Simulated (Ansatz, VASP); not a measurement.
Two plane-wave programs on Be3SbP

```xyz
5
Lattice="4.2728 0.0000 0.0000 0.0000 4.2728 0.0000 0.0000 0.0000 4.2728" Properties=species:S:1:pos:R:3 pbc="T T T"
Sb    0.0000    0.0000    0.0000
P     2.1364    2.1364    2.1364
Be    2.1364    2.1364    0.0000
Be    2.1364    0.0000    2.1364
Be    0.0000    2.1364    2.1364
```

Alike in both runs: task single point; functional PBE; k mesh 4 × 4 × 4; occupations gaussian, width 0.05 eV; no spin polarisation.

|  | VASP | Ansatz |
| --- | --- | --- |
| version | VASP 6.6.1 | Ansatz 0.2.0 |
| potentials or method | VASP PAW PBE potentials, release 64 (Sb, P, Be), cutoff 600 eV | scalar-relativistic, plane waves, PAW |
| valence electrons in the cell | 16 | 26 |

|  | VASP | Ansatz | Ansatz less VASP |
| --- | --- | --- | --- |
| gap on the k mesh at the Fermi level (eV) | none | none | - |
| pressure (GPa) | -1.9 | -1.9 | -0.01 |

A gap of «none» marks a metal or a gap that the smearing closes. VASP's potentials hold 16 valence electrons a cell and Ansatz's 26, so a difference there can come from the potentials and not from the codes.

The k mesh is coarse, so the values compare programs but aren't converged. Neither program's run includes spin-orbit coupling.
